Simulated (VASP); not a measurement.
# As (R-3m) in VASP: a series of runs

As is run at these levels: PBE; tasks: single point.

Everything below comes from runs of VASP 6.6.1. Logs are shortened: lines on timing, memory, paths and dates and some standing lists are left out, and cuts for length are marked.

## (1) The cell of the first run

Symmetry: R-3m, No. 166, trigonal system. The conventional cell has a = 3.807 Å, b = 3.807 Å, c = 10.824 Å, α = 90.00°, β = 90.00°, γ = 120.00°. As (site symmetry 3m) has 6 As at 2.55 to 3.19 Å within 3.4 Å.

## (2) Single point, PBE

File INCAR:

```
SYSTEM = As
PREC     = Accurate       ! precision mode
ENCUT    = 520            ! plane-wave cutoff, eV
EDIFF    = 1E-6           ! SCF threshold, eV
ISMEAR   = -1             ! smearing method
SIGMA    = 0.3            ! smearing width, eV
LREAL    = .False.        ! projectors in reciprocal space
LASPH    = .True.         ! aspherical terms in the spheres
NELM     = 60             ! most SCF steps
ALGO     = Normal         ! electronic algorithm
ISIF     = 2              ! what is computed and relaxed
LWAVE    = .False.        ! write WAVECAR
LCHARG   = .False.        ! write CHGCAR
GGA      = PE             ! functional
NBANDS   = 12             ! bands
```

File KPOINTS:

```
Automatic mesh
0
Gamma
  10 10 10
  0 0 0
```

File POSCAR:

```
As
1.0
    1.9036109523      1.0990502958      3.6081612956
   -1.9036109523      1.0990502958      3.6081612956
    0.0000000000     -2.1981005915      3.6081612956
As
2
Direct
    0.7737100447      0.7737100447      0.7737100447
    0.2262899553      0.2262899553      0.2262899553
```

Potentials or basis: VASP PAW PBE potentials, release 64 (As).

The run is started by

```bash
$ cat potpaw_PBE.64/As/POTCAR > POTCAR
$ mpirun -np 1 vasp_std > vasp.out
```

OUTCAR:

```text
SYSTEM = As
   PREC = Accurate
   ENCUT = 520
   EDIFF = 1E-6
   ISMEAR = -1
   LREAL = .False.
   LASPH = .True.
   NELM = 60
   ISIF = 2
   GGA = PE

 ion  position               nearest neighbor table
   1  0.774  0.774  0.774-   2 2.55   2 2.55   2 2.55
   2  0.226  0.226  0.226-   1 2.55   1 2.55   1 2.55

  LATTYP: Found a trigonal (rhomboedric) cell.
 ALAT       =     4.2249821474
 COS(alpha) =     0.5939900948

  Lattice vectors:

 A1 = (   1.9036109523,   1.0990502958,   3.6081612956)
 A2 = (  -1.9036109523,   1.0990502958,   3.6081612956)
 A3 = (   0.0000000000,  -2.1981005915,   3.6081612956)

Analysis of symmetry for initial positions (statically):
=====================================================================
 Subroutine PRICEL returns:
 Original cell was already a primitive cell.

 Routine SETGRP: Setting up the symmetry group for a
 trigonal (rhombohedral) supercell.

 Subroutine GETGRP returns: Found 12 space group operations
 (whereof 12 operations were pure point group operations)
 out of a pool of 12 trial point group operations.

The static configuration has the point symmetry D_3d.

Analysis of symmetry for dynamics (positions and initial velocities):
=====================================================================
 Subroutine PRICEL returns:
 Original cell was already a primitive cell.

 Routine SETGRP: Setting up the symmetry group for a
 trigonal (rhombohedral) supercell.

 Subroutine GETGRP returns: Found 12 space group operations
 (whereof 12 operations were pure point group operations)
 out of a pool of 12 trial point group operations.

The dynamic configuration has the point symmetry D_3d.

 Subroutine INISYM returns: Found 12 space group operations
 (whereof 12 operations are pure point group operations),
 and found     1 'primitive' translations

----------------------------------------------------------------------------------------

                                     Primitive cell

  volume of cell :      45.2932

  direct lattice vectors                    reciprocal lattice vectors
     1.903610952  1.099050296  3.608161296     0.262658712  0.151646078  0.092383158
    -1.903610952  1.099050296  3.608161296    -0.262658712  0.151646078  0.092383158
     0.000000000 -2.198100591  3.608161296     0.000000000 -0.303292156  0.092383158

  length of vectors
     4.224982147  4.224982147  4.224982147     0.317050121  0.317050121  0.317050121

  position of ions in fractional coordinates (direct lattice)
     0.773710045  0.773710045  0.773710045
     0.226289955  0.226289955  0.226289955

  ion indices of the primitive-cell ions
   primitive index   ion index
                 1           1
                 2           2

----------------------------------------------------------------------------------------

 KPOINTS: Automatic mesh

Automatic generation of k-mesh.
 Grid dimensions read from file:
 generate k-points for:   10   10   10

 Generating k-lattice:

  Cartesian coordinates                     Fractional coordinates (reciprocal lattice)
     0.026265871  0.015164608  0.009238316     0.100000000  0.000000000  0.000000000
    -0.026265871  0.015164608  0.009238316     0.000000000  0.100000000  0.000000000
     0.000000000 -0.030329216  0.009238316    -0.000000000 -0.000000000  0.100000000

  Length of vectors
     0.031705012  0.031705012  0.031705012

  Shift w.r.t. Gamma in fractional coordinates (k-lattice)
     0.000000000  0.000000000  0.000000000

 Subroutine IBZKPT returns following result:
 ===========================================

 Found    116 irreducible k-points:

 Following reciprocal coordinates:
            Coordinates               Weight
  0.000000  0.000000  0.000000      1.000000
  0.100000  0.000000  0.000000      6.000000
  0.200000  0.000000  0.000000      6.000000
  0.300000 -0.000000 -0.000000      6.000000
  0.400000  0.000000  0.000000      6.000000
  0.500000  0.000000  0.000000      3.000000
[... 16 lines left out ...]
  0.300000  0.300000 -0.000000      6.000000
  0.400000  0.300000 -0.000000     12.000000
 [... further k-points ...]
   k-points           NKPTS =    116   k-points in BZ     NKDIM =    116   number of bands    NBANDS=     12
   number of dos      NEDOS =    301   number of ions     NIONS =      2
   total plane-waves  NPLWV =  32768
   dimension x,y,z NGX =    32 NGY =   32 NGZ =   32
   dimension x,y,z NGXF=    64 NGYF=   64 NGZF=   64
   ions per type =               2
   NGX,Y,Z   is equivalent  to a cutoff of  12.59, 12.59, 12.59 a.u.
   NGXF,Y,Z  is equivalent  to a cutoff of  25.18, 25.18, 25.18 a.u.
 SYSTEM =  As
   PREC   = accura    normal or accurate (medium, high low for compatibility)
   ISTART =      0    job   : 0-new  1-cont  2-samecut
   ICHARG =      2    charge: 1-file 2-atom 10-const
   ISPIN  =      1    spin polarized calculation?
   LNONCOLLINEAR =      F non collinear calculations
   LSORBIT =      F    spin-orbit coupling
   LASPH  =      T    aspherical Exc in radial PAW
   ENCUT  =  520.0 eV  38.22 Ry    6.18 a.u.   7.86  7.86  7.86*2*pi/ulx,y,z
   NELM   =     60;   NELMIN=  2; NELMDL= -5     # of ELM steps
   EDIFF  = 0.1E-05   stopping-criterion for ELM
   LREAL  =      F    real-space projection
   EDIFFG = 0.1E-04   stopping-criterion for IOM
   NSW    =      0    number of steps for IOM
   IBRION =     -1    ionic relax: 0-MD 1-quasi-New 2-CG
   NFREE  =      0    steps in history (QN), initial steepest desc. (CG)
   ISIF   =      2    stress and relaxation
   ISYM   =      2    0-nonsym 1-usesym 2-fastsym
   POTIM  = 0.5000    time-step for ionic-motion
   TEBEG  =    0.0;   TEEND  =   0.0 temperature during run
   PSTRESS=    0.0 pullay stress
   NELECT =      10.0000    total number of electrons
   NUPDOWN=      -1.0000    fix difference up-down
   EMIN   =  10.00;   EMAX   =-10.00  energy-range for DOS
   EFERMI =   0.00;   METHOD = LEGACY
   ISMEAR =    -1;   SIGMA  =   0.30  broadening in eV -4-tet -1-fermi 0-gaus
   EFERMI_NEDOS =   21; number of points for ismear=-14 and -15
   IALGO  =     38    algorithm
   IMIX   =      4    mixing-type and parameters
     AMIX     =   0.40;   BMIX     =  1.00
     AMIX_MAG =   1.60;   BMIX_MAG =  1.00
  volume/ion in A,a.u.               =      22.65       152.83
  Fermi-wavevector in a.u.,A,eV,Ry     =   0.989458  1.869804 13.320461  0.979026
  Thomas-Fermi vector in A             =   2.121058
   LORBIT       =      0    0 simple, 1 ext, 2 COOP (PROOUT), +10 PAW based schemes
   GGA     = PE    functional components
   LHFCALC =     F    Hartree Fock is set to
   AEXX    =    0.0000 exact exchange contribution
   IVDW    =     0    specifies the selected vdW correction
   LEPSILON=     F    determine dielectric tensor
   LRPA    =     F    only Hartree local field effects (RPA)
 non-spin polarized calculation
  energy-cutoff  :      520.00
  volume of cell :       45.29
 maximum number of plane-waves:      1235
   NGX = 15   NGY = 15   NGZ = 15

 number of electron      10.0000000 magnetization

 number of electron       9.9999999 magnetization

 Free energy of the ion-electron system (eV)
  ---------------------------------------------------
  ext. energy  EPLUGINS =         0.00000000
  ---------------------------------------------------
  free energy    TOTEN  =        -9.39976590 eV

  energy without entropy =       -9.25397547  energy(sigma->0) =       -9.32687069

 E-fermi :   4.9342     XC(G=0):  -9.7477

 val. band max:        4.8628147987   @ k =   0.5000   0.4000   0.4000
 cond. band min:       4.9519829223   @ k =   0.4000   0.1000   0.1000
 fundamental gap:      0.0891681236
 Fermi energy:         4.9341957834

 k-point     1 :       0.0000    0.0000    0.0000
  band No.  band energies     occupation
      1      -9.7142      2.00000
      2      -1.1761      2.00000
      3       2.4760      1.99945
      4       3.0479      1.99629
      5       3.0479      1.99629
      6       6.5377      0.00950
      7       7.7339      0.00018
      8       7.7339      0.00018
      9      11.8768      0.00000
     10      11.8768      0.00000
     11      12.2372      0.00000
     12      13.6530      0.00000

 k-point     2 :       0.1000    0.0000    0.0000
  band No.  band energies     occupation
      1      -9.5861      2.00000
      2      -1.5609      2.00000
      3       2.5239      1.99935
      4       2.9264      1.99752
      5       2.9465      1.99735
      6       6.7758      0.00431
      7       7.4697      0.00043
      8       7.6470      0.00024
      9      11.0655      0.00000
     10      11.6601      0.00000
     11      11.7658      0.00000
     12      14.3476      0.00000

 k-point     3 :       0.2000    0.0000    0.0000
  band No.  band energies     occupation
      1      -9.2054      2.00000
      2      -2.5513      2.00000
      3       2.3049      1.99969
      4       2.7101      1.99879
      5       3.1773      1.99429
      6       6.4211      0.01398
      7       7.1777      0.00113
      8       7.3183      0.00071
      9      10.7708      0.00000
     10      11.3712      0.00000
     11      12.1935      0.00000
     12      15.9315      0.00000
[... 286 lines left out ...]
 k-point    23 :       0.3000    0.3000   -0.0000
  band No.  band energies     occupation
      1      -8.4072      2.00000
      2      -3.4746      2.00000
      3       0.4370      2.00000
      4       1.6002      1.99997
      5       2.2700      1.99972
      6       6.9006      0.00284
      7       8.1944      0.00004
      8       9.2500      0.00000
      9      10.8761      0.00000
     10      14.0335      0.00000
     11      14.0485      0.00000
     12      15.7135      0.00000

 k-point    24 :       0.4000    0.3000   -0.0000
  band No.  band energies     occupation
      1      -7.9101      2.00000
      2      -4.0700      2.00000
      3       0.0034      2.00000
      4       1.2088      1.99999
      5       1.9004      1.99992
      6       7.2241      0.00097
      7       9.0304      0.00000
      8       9.2251      0.00000
      9      10.5291      0.00000
     10      15.1943      0.00000
     11      15.3709      0.00000
     12      16.1467      0.00000

 [... further k-points ...]

------------------------ aborting loop because EDIFF is reached ----------------------------------------

  FORCE on cell =-STRESS in cart. coord.  units (eV):
  Direction    XX          YY          ZZ          XY          YZ          ZX
  --------------------------------------------------------------------------------------
  -------------------------------------------------------------------------------------
  Total        0.0569065      0.0569065      0.1479841      0.0000000      0.0000000      0.0000000
  in kB        2.0129806      2.0129806      5.2347113      0.0000000      0.0000000      0.0000000
  external PRESSURE =       3.0868908 kB  Pullay stress =       0.0000000 kB

 VOLUME and BASIS-vectors are now :
 -----------------------------------------------------------------------------
  energy-cutoff  :      520.00
  volume of cell :       45.29
      direct lattice vectors                 reciprocal lattice vectors
     1.903610952  1.099050296  3.608161296     0.262658712  0.151646078  0.092383158
    -1.903610952  1.099050296  3.608161296    -0.262658712  0.151646078  0.092383158
     0.000000000 -2.198100591  3.608161296     0.000000000 -0.303292156  0.092383158

 POSITION                                       TOTAL-FORCE (eV/Angst)
 -----------------------------------------------------------------------------------
      0.00000      0.00000      8.37501         0.000000     -0.000000     -0.097515
      0.00000      0.00000      2.44947         0.000000      0.000000      0.097515
 -----------------------------------------------------------------------------------
    total drift:                                0.000000     -0.000000      0.000000

  FREE ENERGIE OF THE ION-ELECTRON SYSTEM (eV)
  ---------------------------------------------------
  free  energy   TOTEN  =        -9.3997659032 eV

  energy  without entropy=       -9.2539754673  energy(sigma->0) =       -9.32687069
```

It took 60 s on 1 thread of Intel Xeon 8259CL, shared host; peak memory 0.2 GiB.

Results:

- Free energy: -9.3998 eV
- Pressure: 0.3 GPa
- Largest force: 0.098 eV/Å
- Band gap on the k mesh: zero (bands 5 and 6 overlap by 0.40 eV)

Forces on the atoms (eV/Å):
```
As   0.000  0.000 -0.098
As   0.000  0.000  0.098
```

Stress tensor (GPa, compression positive):
```
0.20 0.00 0.00
0.00 0.20 0.00
0.00 0.00 0.52
```

Caveat: so wide a smearing shifts energies and pressures.

## (3) Single point, PBE

File INCAR:

```
SYSTEM = As
ALGO     = Normal         ! electronic algorithm
EDIFF    = 1E-6           ! SCF threshold, eV
ENCUT    = 520            ! plane-wave cutoff, eV
GGA      = PE             ! functional
ISIF     = 2              ! what is computed and relaxed
ISMEAR   = -1             ! smearing method
LASPH    = .True.         ! aspherical terms in the spheres
LCHARG   = .False.        ! write CHGCAR
LREAL    = .False.        ! projectors in reciprocal space
LWAVE    = .False.        ! write WAVECAR
NBANDS   = 12             ! bands
NELM     = 60             ! most SCF steps
PREC     = Accurate       ! precision mode
SIGMA    = 0.6            ! smearing width, eV
```

File KPOINTS:

```
k-points
0
Gamma
  10 10 10
  0 0 0
```

POSCAR is that of step 2.

Potentials or basis: VASP PAW PBE potentials, release 64 (As).

The run is started by

```bash
$ cat potpaw_PBE.64/As/POTCAR > POTCAR
$ mpirun -np 1 vasp_std > vasp.out
```

OUTCAR:

```text
SYSTEM = As
   EDIFF = 1E-6
   ENCUT = 520
   GGA = PE
   ISIF = 2
   ISMEAR = -1
   LASPH = .True.
   LREAL = .False.
   NELM = 60
   PREC = Accurate

 ion  position               nearest neighbor table
   1  0.774  0.774  0.774-   2 2.55   2 2.55   2 2.55
   2  0.226  0.226  0.226-   1 2.55   1 2.55   1 2.55

  LATTYP: Found a trigonal (rhomboedric) cell.
 ALAT       =     4.2249821474
 COS(alpha) =     0.5939900948

  Lattice vectors:

 A1 = (   1.9036109523,   1.0990502958,   3.6081612956)
 A2 = (  -1.9036109523,   1.0990502958,   3.6081612956)
 A3 = (   0.0000000000,  -2.1981005915,   3.6081612956)

Analysis of symmetry for initial positions (statically):
=====================================================================
 Subroutine PRICEL returns:
 Original cell was already a primitive cell.

 Routine SETGRP: Setting up the symmetry group for a
 trigonal (rhombohedral) supercell.

 Subroutine GETGRP returns: Found 12 space group operations
 (whereof 12 operations were pure point group operations)
 out of a pool of 12 trial point group operations.

The static configuration has the point symmetry D_3d.

[... 174 lines left out ...]
      5       3.0417      1.89967
      6       6.5405      0.10526
      7       7.7300      0.01519
      8       7.7300      0.01519
      9      11.8662      0.00002
     10      11.8662      0.00002
     11      12.2147      0.00001
     12      13.6432      0.00000
[... 331 lines left out ...]
 k-point    24 :       0.4000    0.3000   -0.0000
  band No.  band energies     occupation
      1      -7.9174      2.00000
      2      -4.0819      2.00000
      3      -0.0065      1.99934
      4       1.2002      1.99510
      5       1.8823      1.98482
      6       7.2243      0.03493
      7       9.0201      0.00178
      8       9.2105      0.00130
      9      10.5126      0.00015
     10      15.1861      0.00000
     11      15.3605      0.00000
     12      16.1364      0.00000

 [... further k-points ...]

------------------------ aborting loop because EDIFF is reached ----------------------------------------

  FORCE on cell =-STRESS in cart. coord.  units (eV):
  Direction    XX          YY          ZZ          XY          YZ          ZX
  --------------------------------------------------------------------------------------
  -------------------------------------------------------------------------------------
  Total        0.3822291      0.3822291      0.3354519      0.0000000      0.0000000      0.0000000
  in kB       13.5207677     13.5207677     11.8660974      0.0000000      0.0000000      0.0000000
  external PRESSURE =      12.9692109 kB  Pullay stress =       0.0000000 kB

 VOLUME and BASIS-vectors are now :
 -----------------------------------------------------------------------------
  energy-cutoff  :      520.00
  volume of cell :       45.29
      direct lattice vectors                 reciprocal lattice vectors
     1.903610952  1.099050296  3.608161296     0.262658712  0.151646078  0.092383158
    -1.903610952  1.099050296  3.608161296    -0.262658712  0.151646078  0.092383158
     0.000000000 -2.198100591  3.608161296     0.000000000 -0.303292156  0.092383158

 POSITION                                       TOTAL-FORCE (eV/Angst)
 -----------------------------------------------------------------------------------
      0.00000      0.00000      8.37501         0.000000     -0.000000     -0.264136
      0.00000      0.00000      2.44947         0.000000      0.000000      0.264136
 -----------------------------------------------------------------------------------
    total drift:                                0.000000     -0.000000      0.000000

  FREE ENERGIE OF THE ION-ELECTRON SYSTEM (eV)
  ---------------------------------------------------
  free  energy   TOTEN  =        -9.6921262375 eV

  energy  without entropy=       -8.7810335015  energy(sigma->0) =       -9.23657987
```

OSZICAR:

```text
N       E                     dE             d eps       ncg     rms          rms(c)
DAV:   1     0.281487003220E+02    0.28149E+02   -0.41022E+03  2784   0.685E+02
DAV:   2    -0.810114476911E+01   -0.36250E+02   -0.34781E+02  3804   0.110E+02
DAV:   3    -0.969301402457E+01   -0.15919E+01   -0.15780E+01  3532   0.236E+01
DAV:   4    -0.970119518743E+01   -0.81812E-02   -0.81775E-02  3152   0.193E+00
DAV:   5    -0.970121989129E+01   -0.24704E-04   -0.24703E-04  3548   0.111E-01    0.310E+00
DAV:   6    -0.969535613249E+01    0.58638E-02   -0.29026E-03  3128   0.366E-01    0.186E+00
DAV:   7    -0.969195863087E+01    0.33975E-02   -0.73333E-03  3236   0.580E-01    0.857E-02
DAV:   8    -0.969209613072E+01   -0.13750E-03   -0.14725E-04  3404   0.744E-02    0.210E-02
DAV:   9    -0.969212606142E+01   -0.29931E-04   -0.29815E-05  3292   0.362E-02    0.648E-03
DAV:  10    -0.969212623747E+01   -0.17605E-06   -0.15209E-06  3120   0.716E-03
   1 F= -.96921262E+01 E0= -.92365799E+01  d E =-.911093E+00
```

stdout:

```text
POSCAR found type information on POSCAR As
 POSCAR found :  1 types and       2 ions
 scaLAPACK will be used
 LDA part: xc-table for (Slater+PW92), standard interpolation
 POSCAR, INCAR and KPOINTS ok, starting setup
 FFT: planning ... GRIDC
 FFT: planning ... GRID_SOFT
 FFT: planning ... GRID
 WAVECAR not read
 entering main loop
```

Wall time 57 s (1 thread of Intel Xeon 8259CL, shared host); peak memory 0.2 GiB.

What came out:

```yaml
Free_energy: -9.6921 eV
Pressure: 1.3 GPa
Largest_force: 0.264 eV/Å
Band_gap_on_the_k_mesh: zero (bands 5 and 6 overlap by 0.39 eV)
```

Forces on the atoms (eV/Å):
```
As   0.000  0.000 -0.264
As   0.000  0.000  0.264
```

Stress tensor (GPa, compression positive):
```
1.35 0.00 0.00
0.00 1.35 0.00
0.00 0.00 1.19
```

Caveat: so wide a smearing shifts energies and pressures.
